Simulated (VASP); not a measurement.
The system is P.

```xyz
2
Lattice="-1.6915 2.5152 1.8589 1.6915 -2.5152 1.8589 1.6915 2.5152 -1.8589" Properties=species:S:1:pos:R:3 pbc="T T T"
P     0.0000    3.7727    0.1982
P     1.6915   -1.2576    1.6607
```

Program: VASP 6.6.1. Alike in all runs: task single point; level r2SCAN; potentials or basis VASP PAW PBE potentials, release 64 (P); no spin polarisation; cell as given; cutoff (eV) 520; smearing gaussian 0.1 eV. Hardware: 1 thread of Intel(R) Xeon(R) Platinum 8488C (Sapphire Rapids) (shared host).

Question: Order these runs on this cell by their wall time, lowest first.
A. k mesh 8 × 8 × 8
B. k mesh 1 × 1 × 1
C. k mesh 4 × 4 × 4

Answer: B (11 s), C (40 s), A (130 s).

Caveats: some runs use coarse meshes.
